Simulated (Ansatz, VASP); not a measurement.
**ZnSe: VASP beside Ansatz**

```
Zn Se
1.0
     0.00000    2.49400    2.49400
     2.49400    0.00000    2.49400
     2.49400    2.49400    0.00000
Zn Se
1 1
Direct
  0.00000 0.00000 0.00000
  0.50000 0.50000 0.50000
```

Alike in both runs: task relaxation of cell and atoms; functional PBE; k mesh 14 × 14 × 14; occupations fermi-dirac, width 0.08 eV; no spin polarisation.

```csv
,VASP,Ansatz
version,VASP 6.6.1,Ansatz 0.2.0
potentials or method,"VASP PAW PBE potentials, release 64 (Zn, Se)","PAW with Ansatz's default frozen-core files, scalar-relativistic"
plane-wave cutoff (eV),600,420
valence electrons in the cell,18,28
```

VASP gave:

| Property | Result |
| --- | --- |
| relaxed volume (Å³/atom) | 19.39 |
| relaxed cell length with the largest relative difference (Å) | 3.799 |

Estimate Ansatz's values.

relaxed volume (Å³/atom): 19.33; relaxed cell length with the largest relative difference (Å): 3.795.

VASP's potentials hold 18 valence electrons a cell and Ansatz's 28, so a difference there can come from the potentials and not from the codes.

Noted on VASP's run: the volume moved by over 15 % at a fixed basis, so the end points are rough.
